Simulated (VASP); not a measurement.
Input of a VASP 6.6.1 run:

File INCAR:

```
  PREC = Accurate
  ENCUT = 520
  EDIFF = 1E-6
  ISMEAR = 0
  SIGMA = 0.1
  LREAL = False
  LASPH = True
  NELM = 100
  ALGO = Normal
  ISIF = 2
  LWAVE = False
  LCHARG = False
  LDIPOL = True
  IDIPOL = 3
  DIPOL = 0.5 0.5 0.335
  GGA = PE
  NBANDS = 54
```

Contents of KPOINTS:

```
Automatic mesh
0
Gamma
  7 5 1
```

The input POSCAR:

```
Ge6F
1.0
    4.0740542126      0.0000000000      0.0000000000
    0.0000000000      5.7615827213      0.0000000000
    0.0000000000      0.0000000000     19.5242196736
Ge F
6 1
Direct
    0.5000000000      0.0000000000      0.2048737449
    0.0000000000      0.2500000000      0.2048737449
    0.0000000000      0.5005156572      0.3087424246
    0.5000000000      0.7494843428      0.3087424246
    0.5000000000      0.0069199665      0.4109879835
    0.0000000000      0.2430800335      0.4109879835
    1.0000000000      0.3402532998      0.4977072062
```

Potentials or basis: VASP PAW PBE potentials, release 64 (Ge_d, F).

Launch:

```console
$ cat potpaw_PBE.64/Ge_d/POTCAR potpaw_PBE.64/F/POTCAR > POTCAR
$ mpirun -np 1 vasp_std > vasp.out
```

Problem. Estimate the largest force.

Solution. 0.688 eV/Å.

Problem. Estimate the band gap on the k mesh.

Solution. Zero (an odd number of electrons rules out a gap without spin polarisation).

Forces on the atoms (eV/Å):
```
Ge   0.000  0.347  0.385
Ge   0.000  0.003 -0.378
Ge   0.000  0.027 -0.292
Ge   0.000  0.152  0.294
Ge   0.000 -0.551 -0.412
Ge   0.000 -0.462  0.299
F    0.000  0.484  0.103
```

Caveat: an odd number of electrons without spin polarisation forces a metal; a magnetic or distorted state may lie lower.
